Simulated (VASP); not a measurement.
TePb:

```
Te Pb
1.0
     4.00229    0.00000    0.00000
     0.00000    4.00229    0.00000
     0.00000    0.00000    4.00229
Te Pb
1 1
Direct
  0.50000 0.50000 0.50000
  0.00000 0.00000 0.00000
```

* Program: VASP 6.6.1
* Task: relaxation of cell and atoms
* Functional: PBE
* Dispersion: D3(BJ)
* Potentials or basis: VASP PAW PBE potentials, release 64 (Te, Pb_d)
* Cutoff: 600 eV
* k mesh: 10 × 10 × 10
* Occupations: gaussian, width 0.1 eV
* Spin: no spin polarisation

At the start: pressure -1.8 GPa; volume 32.05 Å³/atom.

**Question.** Where does the relaxation end?

**Answer.** Over 6 steps the energy falls by 12.5 meV/atom and the volume is 30.28 Å³/atom (-5.5 %); space group Pm-3m (No. 221, to 0.05 Å).

Step by step:
```csv
step,energy change (eV),largest force (eV/Å),pressure (GPa),volume (Å³)
1,0.0000,0.0000,-1.83,64.11
2,-0.0249,0.0000,-0.17,60.77
3,-0.0250,0.0000,-0.04,60.58
4,-0.0250,0.0000,-0.03,60.51
5,-0.0250,0.0000,0.11,60.38
6,-0.0250,0.0000,-0.02,60.56
```

Final structure:
```
CELL_PARAMETERS angstrom
3.92701 0.00000 0.00000
0.00000 3.92701 0.00000
0.00000 0.00000 3.92701
ATOMIC_POSITIONS crystal
Te 0.50000 0.50000 0.50000
Pb 0.00000 0.00000 0.00000
```

Caveat: pairwise dispersion overbinds metals, which lowers pressure and volume.
